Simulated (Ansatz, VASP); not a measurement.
One calculation of Ga2O3, two programs

File POSCAR:

```
Ga2O3
1.0
   -1.4694742516      1.9631240620      4.6425676377
    1.4694742516     -1.9631240620      4.6425676377
    1.4694742516      1.9631240620     -4.6425676377
Ga O
2 3
Direct
    0.6542534191      0.6542534191      0.0000000000
    0.3457465809      0.3457465809      0.0000000000
    0.5000000000      0.0000000000      0.5000000000
    0.1990047914      0.6990047914      0.5000000000
    0.8009952086      0.3009952086      0.5000000000
```

File INCAR.step1:

```
SYSTEM = Ga2O3
PREC = Accurate
ENCUT = 520
ISMEAR = 0
SIGMA = 0.02
LREAL = .False.
LASPH = .True.
NELM = 80
NBANDS = 30
GGA = PE
ALGO = Normal
EDIFF = 1E-4
LWAVE = .True.
LCHARG = .False.
```

Contents of INCAR.step2:

```
SYSTEM = Ga2O3
PREC = Accurate
ENCUT = 520
EDIFF = 1E-6
ISMEAR = 0
SIGMA = 0.02
LREAL = .False.
LASPH = .True.
NELM = 80
ALGO = Normal
ISIF = 2
LWAVE = .False.
LCHARG = .False.
METAGGA = R2SCAN
LMIXTAU = .True.
NBANDS = 30
ISTART = 1
```

KPOINTS

```
Automatic mesh
0
Gamma
  12 12 12
  0 0 0
```

Input for Ansatz:

```yaml
crystal:
  lattice:
    - [-1.4694742516, 1.963124062, 4.6425676377]
    - [1.4694742516, -1.963124062, 4.6425676377]
    - [1.4694742516, 1.963124062, -4.6425676377]
  atoms:
    - { symbol: Ga, position: [0.6542534191, 0.6542534191, 0.0] }
    - { symbol: Ga, position: [0.3457465809, 0.3457465809, 0.0] }
    - { symbol: O, position: [0.5, 0.0, 0.5] }
    - { symbol: O, position: [0.1990047914, 0.6990047914, 0.5] }
    - { symbol: O, position: [0.8009952086, 0.3009952086, 0.5] }
basis:
  ecutwfc: 500
kpoints:
  mp_grid: { grid: [12, 12, 12] }
  band_path:
    path:
      - [[0.0, 0.0, 0.0], [0.5, 0.5, -0.5], [0.27504653, 0.72495347, -0.27504653]]
      - [[-0.27504653, 0.27504653, 0.27504653], [0.0, 0.0, 0.0], [0.29470118, -0.29470118, 0.29470118]]
      - [[0.70529882, 0.29470118, -0.29470118], [0.5, 0.5, -0.5]]
      - [[0.0, 0.0, 0.0], [0.0, 0.5, 0.0], [0.25, 0.25, 0.25], [0.5, 0.0, 0.0], [0.0, 0.0, 0.0], [0.0, 0.0, 0.5], [0.25, 0.25, 0.25]]
    npoints: 14
hamiltonian:
  xc: r2scan
scf:
  occupations: { method: gaussian, width: 0.02 }
  n_extra_bands: 12
output:
  forces: true
  stress: true
  eigenvalues: true
  populations: true
  dos: { projected: true, de: 0.02, nscf_kmesh: { grid: [18, 18, 18] } }
  bader: true
  write_density: true
  write_potential: true
  elf: true
  volumetric_format: npy
```

Alike in both runs: task single point; functional r2SCAN; k mesh 12 × 12 × 12; occupations gaussian, width 0.02 eV; no spin polarisation.

|  | VASP | Ansatz |
| --- | --- | --- |
| version | VASP 6.6.1 | Ansatz 0.2.0 |
| potentials or method | VASP PAW PBE potentials, release 64 (Ga_d, O), cutoff 520 eV | scalar-relativistic, plane waves, PAW |
| valence electrons in the cell | 44 | 44 |

Ansatz gave:

| Item | Value |
| --- | --- |
| gap on the k mesh at the Fermi level (eV) | 2.72 |
| least direct gap on the mesh (eV) | 2.72 |
| pressure (GPa) | -8.6 |
| traceless stress, the component that is largest in VASP (GPa) | -0.04 |
| rms of the force components (eV/Å) | 0.095 |

Q: What did VASP give for the same quantities?

A: gap on the k mesh at the Fermi level (eV): 2.71; least direct gap on the mesh (eV): 2.71; pressure (GPa): -7.2; traceless stress, the component that is largest in VASP (GPa): -0.26; rms of the force components (eV/Å): 0.064.

VASP's potentials were made for PBE, not for r2SCAN. Atom by atom the forces differ by 0.031 eV/Å (rms over components). With one functional, cell and mesh, what is left measures potentials, basis and numerics.
